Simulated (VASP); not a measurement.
# Si (Fd-3m) in VASP: single point with PBE

Aim: the single point of Si with PBE.

All numbers are computed with VASP 6.6.1; they aren't measurements. Logs are shortened: lines on timing, memory, paths and dates and some standing lists are left out, and cuts for length are marked.

### 1 The cell of the first run

The structure is cubic, space group Fd-3m (No. 227). Conventional cell: a = 5.444 Å, b = 5.444 Å, c = 5.444 Å, α = 90.00°, β = 90.00°, γ = 90.00°. Si (site symmetry -43m) has 4 Si at 2.36 Å within 3.1 Å.

### 2 Single point, PBE

Input file INCAR:

```
  PREC = Accurate
  ENCUT = 520
  EDIFF = 1E-6
  ISMEAR = 0
  SIGMA = 0.1
  LREAL = False
  LASPH = True
  NELM = 60
  ALGO = Normal
  ISIF = 2
  LWAVE = False
  LCHARG = False
  GGA = PE
  NBANDS = 11
```

Input file KPOINTS:

```
Automatic mesh
0
Gamma
  6 6 6
```

Input file POSCAR:

```
Si
1.0
    0.0000000000      2.7218511900      2.7218511900
    2.7218511900      0.0000000000      2.7218511900
    2.7218511900      2.7218511900      0.0000000000
Si
2
Direct
    0.7500000000      0.7500000000      0.7500000000
    0.5000000000      0.5000000000      0.5000000000
```

Potentials or basis: VASP PAW PBE potentials, release 64 (Si).

Started as:

```sh
> cat potpaw_PBE.64/Si/POTCAR > POTCAR
> mpirun -np 1 vasp_std > vasp.out
```

OUTCAR:

```text
PREC = Accurate
   ENCUT = 520
   EDIFF = 1E-6
   ISMEAR = 0
   LREAL = False
   LASPH = True
   NELM = 60
   ISIF = 2
   GGA = PE

 ion  position               nearest neighbor table
   1  0.750  0.750  0.750-   2 2.36   2 2.36   2 2.36   2 2.36
   2  0.500  0.500  0.500-   1 2.36   1 2.36   1 2.36   1 2.36

  LATTYP: Found a face centered cubic cell.
 ALAT       =     5.4437023800

  Lattice vectors:

 A1 = (   0.0000000000,   2.7218511900,   2.7218511900)
 A2 = (   2.7218511900,   0.0000000000,   2.7218511900)
 A3 = (   2.7218511900,   2.7218511900,   0.0000000000)

Analysis of symmetry for initial positions (statically):
=====================================================================
 Subroutine PRICEL returns:
 Original cell was already a primitive cell.

 Routine SETGRP: Setting up the symmetry group for a
 face centered cubic supercell.

 Subroutine GETGRP returns: Found 48 space group operations
 (whereof 24 operations were pure point group operations)
 out of a pool of 48 trial point group operations.

The static configuration has the point symmetry T_d .
 The point group associated with its full space group is O_h .

Analysis of symmetry for dynamics (positions and initial velocities):
=====================================================================
 Subroutine PRICEL returns:
 Original cell was already a primitive cell.

 Routine SETGRP: Setting up the symmetry group for a
 face centered cubic supercell.

 Subroutine GETGRP returns: Found 48 space group operations
 (whereof 24 operations were pure point group operations)
 out of a pool of 48 trial point group operations.

The dynamic configuration has the point symmetry T_d .
 The point group associated with its full space group is O_h .

 Subroutine INISYM returns: Found 48 space group operations
 (whereof 24 operations are pure point group operations),
 and found     1 'primitive' translations

----------------------------------------------------------------------------------------

                                     Primitive cell

  volume of cell :      40.3295

  direct lattice vectors                    reciprocal lattice vectors
     0.000000000  2.721851190  2.721851190    -0.183698507  0.183698507  0.183698507
     2.721851190  0.000000000  2.721851190     0.183698507 -0.183698507  0.183698507
     2.721851190  2.721851190  0.000000000     0.183698507  0.183698507 -0.183698507

  length of vectors
     3.849278868  3.849278868  3.849278868     0.318175147  0.318175147  0.318175147

  position of ions in fractional coordinates (direct lattice)
     0.750000000  0.750000000  0.750000000
     0.500000000  0.500000000  0.500000000

  ion indices of the primitive-cell ions
   primitive index   ion index
                 1           1
                 2           2

----------------------------------------------------------------------------------------

 KPOINTS: Automatic mesh

Automatic generation of k-mesh.
 Grid dimensions read from file:
 generate k-points for:    6    6    6

 Generating k-lattice:

  Cartesian coordinates                     Fractional coordinates (reciprocal lattice)
    -0.030616418  0.030616418  0.030616418     0.166666667  0.000000000  0.000000000
     0.030616418 -0.030616418  0.030616418     0.000000000  0.166666667  0.000000000
     0.030616418  0.030616418 -0.030616418     0.000000000  0.000000000  0.166666667

  Length of vectors
     0.053029191  0.053029191  0.053029191

  Shift w.r.t. Gamma in fractional coordinates (k-lattice)
     0.000000000  0.000000000  0.000000000

 Subroutine IBZKPT returns following result:
 ===========================================

 Found     16 irreducible k-points:

 Following reciprocal coordinates:
            Coordinates               Weight
  0.000000  0.000000  0.000000      1.000000
  0.166667  0.000000  0.000000      8.000000
  0.333333  0.000000  0.000000      8.000000
  0.500000  0.000000  0.000000      4.000000
  0.166667  0.166667  0.000000      6.000000
  0.333333  0.166667  0.000000     24.000000
[... 8 lines left out ...]
 -0.333333  0.333333  0.166667     24.000000
 -0.333333  0.500000  0.166667     12.000000
   k-points           NKPTS =     16   k-points in BZ     NKDIM =     16   number of bands    NBANDS=     11
   number of dos      NEDOS =    301   number of ions     NIONS =      2
   total plane-waves  NPLWV =  27000
   dimension x,y,z NGX =    30 NGY =   30 NGZ =   30
   dimension x,y,z NGXF=    60 NGYF=   60 NGZF=   60
   ions per type =               2
   NGX,Y,Z   is equivalent  to a cutoff of  12.96, 12.96, 12.96 a.u.
   NGXF,Y,Z  is equivalent  to a cutoff of  25.91, 25.91, 25.91 a.u.
 SYSTEM =  unknown system
   PREC   = accura    normal or accurate (medium, high low for compatibility)
   ISTART =      0    job   : 0-new  1-cont  2-samecut
   ICHARG =      2    charge: 1-file 2-atom 10-const
   ISPIN  =      1    spin polarized calculation?
   LNONCOLLINEAR =      F non collinear calculations
   LSORBIT =      F    spin-orbit coupling
   LASPH  =      T    aspherical Exc in radial PAW
   ENCUT  =  520.0 eV  38.22 Ry    6.18 a.u.   7.16  7.16  7.16*2*pi/ulx,y,z
   NELM   =     60;   NELMIN=  2; NELMDL= -5     # of ELM steps
   EDIFF  = 0.1E-05   stopping-criterion for ELM
   LREAL  =      F    real-space projection
   EDIFFG = 0.1E-04   stopping-criterion for IOM
   NSW    =      0    number of steps for IOM
   IBRION =     -1    ionic relax: 0-MD 1-quasi-New 2-CG
   NFREE  =      0    steps in history (QN), initial steepest desc. (CG)
   ISIF   =      2    stress and relaxation
   ISYM   =      2    0-nonsym 1-usesym 2-fastsym
   POTIM  = 0.5000    time-step for ionic-motion
   TEBEG  =    0.0;   TEEND  =   0.0 temperature during run
   PSTRESS=    0.0 pullay stress
   NELECT =       8.0000    total number of electrons
   NUPDOWN=      -1.0000    fix difference up-down
   EMIN   =  10.00;   EMAX   =-10.00  energy-range for DOS
   EFERMI =   0.00;   METHOD = LEGACY
   ISMEAR =     0;   SIGMA  =   0.10  broadening in eV -4-tet -1-fermi 0-gaus
   EFERMI_NEDOS =   21; number of points for ismear=-14 and -15
   IALGO  =     38    algorithm
   IMIX   =      4    mixing-type and parameters
     AMIX     =   0.40;   BMIX     =  1.00
     AMIX_MAG =   1.60;   BMIX_MAG =  1.00
  volume/ion in A,a.u.               =      20.16       136.08
  Fermi-wavevector in a.u.,A,eV,Ry     =   0.954766  1.804247 12.402783  0.911579
  Thomas-Fermi vector in A             =   2.083543
   LORBIT       =      0    0 simple, 1 ext, 2 COOP (PROOUT), +10 PAW based schemes
   GGA     = PE    functional components
   LHFCALC =     F    Hartree Fock is set to
   AEXX    =    0.0000 exact exchange contribution
   IVDW    =     0    specifies the selected vdW correction
   LEPSILON=     F    determine dielectric tensor
   LRPA    =     F    only Hartree local field effects (RPA)
 non-spin polarized calculation
 Gauss-broadening in eV      SIGMA  =   0.10
  energy-cutoff  :      520.00
  volume of cell :       40.33
 maximum number of plane-waves:      1106
 NGX is ok and might be reduce to    30
   NGX = 15   NGY = 15   NGZ = 15

 number of electron       8.0000001 magnetization

 Free energy of the ion-electron system (eV)
  ---------------------------------------------------
  ext. energy  EPLUGINS =         0.00000000
  ---------------------------------------------------
  free energy    TOTEN  =       -10.82393293 eV

  energy without entropy =      -10.82393292  energy(sigma->0) =      -10.82393292

 E-fermi :   6.1157     XC(G=0):  -9.3764

 val. band max:        5.7613838779   @ k =   0.0000   0.0000   0.0000
 cond. band min:       6.4830934642   @ k =   0.5000   0.5000   0.0000
 fundamental gap:      0.7217095863
 Fermi energy:         6.1157485981

 k-point     1 :       0.0000    0.0000    0.0000
  band No.  band energies     occupation
      1      -6.1483      2.00000
      2       5.7614      2.00000
      3       5.7614      2.00000
      4       5.7614      2.00000
      5       8.3210      0.00000
      6       8.3210      0.00000
      7       8.3210      0.00000
      8       9.0531      0.00000
      9      13.4738      0.00000
     10      13.4738      0.00000
     11      13.6920      0.00000

 k-point     2 :       0.1667    0.0000    0.0000
  band No.  band energies     occupation
      1      -5.7893      2.00000
      2       3.3876      2.00000
      3       5.3144      2.00000
      4       5.3144      2.00000
      5       8.0908      0.00000
      6       8.9643      0.00000
      7       8.9643      0.00000
      8      11.1577      0.00000
      9      12.8427      0.00000
     10      12.8427      0.00000
     11      14.8193      0.00000

 k-point     3 :       0.3333    0.0000    0.0000
  band No.  band energies     occupation
      1      -4.7805      2.00000
      2       0.4505      2.00000
      3       4.7675      2.00000
      4       4.7675      2.00000
      5       7.5009      0.00000
      6       9.2646      0.00000
      7       9.2646      0.00000
      8      13.6019      0.00000
      9      13.7327      0.00000
     10      13.7327      0.00000
     11      14.8338      0.00000
[... 155 lines left out ...]
 k-point    15 :      -0.3333    0.3333    0.1667
  band No.  band energies     occupation
      1      -2.8970      2.00000
      2      -1.0584      2.00000
      3       1.7813      2.00000
      4       3.0223      2.00000
      5       9.1175      0.00000
      6       9.3049      0.00000
      7      11.8453      0.00000
      8      12.2531      0.00000
      9      13.2862      0.00000
     10      16.8232      0.00000
     11      17.6697      0.00000

 k-point    16 :      -0.3333    0.5000    0.1667
  band No.  band energies     occupation
      1      -1.9118      2.00000
      2      -1.9118      2.00000
      3       2.1459      2.00000
      4       2.1459      2.00000
      5       8.5092      0.00000
      6       8.5092      0.00000
      7      12.4983      0.00000
      8      12.4983      0.00000
      9      16.2926      0.00000
     10      16.2926      0.00000
     11      18.6619      0.00000

------------------------ aborting loop because EDIFF is reached ----------------------------------------

  FORCE on cell =-STRESS in cart. coord.  units (eV):
  Direction    XX          YY          ZZ          XY          YZ          ZX
  --------------------------------------------------------------------------------------
  -------------------------------------------------------------------------------------
  Total        0.3344648      0.3344648      0.3344648      0.0000000      0.0000000      0.0000000
  in kB       13.2873351     13.2873351     13.2873351      0.0000000      0.0000000      0.0000000
  external PRESSURE =      13.2873351 kB  Pullay stress =       0.0000000 kB

 VOLUME and BASIS-vectors are now :
 -----------------------------------------------------------------------------
  energy-cutoff  :      520.00
  volume of cell :       40.33
      direct lattice vectors                 reciprocal lattice vectors
     0.000000000  2.721851190  2.721851190    -0.183698507  0.183698507  0.183698507
     2.721851190  0.000000000  2.721851190     0.183698507 -0.183698507  0.183698507
     2.721851190  2.721851190  0.000000000     0.183698507  0.183698507 -0.183698507

 POSITION                                       TOTAL-FORCE (eV/Angst)
 -----------------------------------------------------------------------------------
      4.08278      4.08278      4.08278         0.000000      0.000000      0.000000
      2.72185      2.72185      2.72185        -0.000000     -0.000000     -0.000000
 -----------------------------------------------------------------------------------
    total drift:                                0.000000     -0.000000     -0.000000

  FREE ENERGIE OF THE ION-ELECTRON SYSTEM (eV)
  ---------------------------------------------------
  free  energy   TOTEN  =       -10.8239329264 eV

  energy  without entropy=      -10.8239329207  energy(sigma->0) =      -10.82393292
```

It took 7.1 s on 1 thread of Intel Xeon Platinum 8259CL at 2.50GHz (Skylake/Cascade Lake), shared host; peak memory 0.15 GiB.

What came out:

```
Free energy            : -10.8239 eV
Pressure               : 1.3 GPa
Band gap on the k mesh : 0.72 eV, indirect (least direct gap 2.56 eV)
```

A k mesh can miss the band edges.
